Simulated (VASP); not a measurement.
Wanted: the native input for a VASP 6.6.1 run.

- Task: single point
- Functional: PBE
- Potentials or basis: VASP PAW PBE potentials, release 64 (B, N)
- Cutoff: 520 eV
- k mesh: 12 × 12 × 12
- Occupations: gaussian, width 0.02 eV
- Spin: no spin polarisation
- Dipole correction: no
- Further INCAR settings: ALGO = Normal; EDIFF = 1e-06; NBANDS = 11

The structure of BN lies in POSCAR:

```
BN
1.0
    0.0426428531      3.4268076397      2.0625737396
    1.1872856937      0.0152699116      2.0625737396
    1.2299285469      3.4420775514      0.0000000000
B N
1 1
Direct
   -0.0068762661     -0.0068762661      1.0068762661
    0.6735762561      0.6735762561      0.3264237439
```

This cell differs from its parent crystal: strained and its atoms moved.

One way to write it, as run:

INCAR

```
PREC = Accurate ; ENCUT = 520
EDIFF = 1E-6 ; ISMEAR = 0
SIGMA = 0.02 ; LREAL = F
LASPH = T ; NELM = 60
ALGO = Normal ; ISIF = 2
LWAVE = F ; LCHARG = F
GGA = PE ; NBANDS = 11
```

KPOINTS

```
Automatic mesh
0
Gamma
  12 12 12
```

Potentials or basis: VASP PAW PBE potentials, release 64 (B, N).

Run with:

```sh
$ cat potpaw_PBE.64/B/POTCAR potpaw_PBE.64/N/POTCAR > POTCAR
$ mpirun -np 1 vasp_std > vasp.out
```

It gave:

The pressure is 50.2 GPa, the largest force is 3.769 eV/Å and the band gap on the k mesh is 3.64 eV, indirect (least direct gap 4.84 eV).

Caveat: the cell differs from its parent crystal (strained and its atoms moved); forces of over 1 eV/Å act on the atoms, so gaps and moduli don't describe the material at rest.

It took 78 s on 1 thread of Intel(R) Xeon(R) Platinum 8259CL CPU @ 2.50GHz (Skylake/Cascade Lake), with other jobs on the host, peak memory 0.2 GiB.
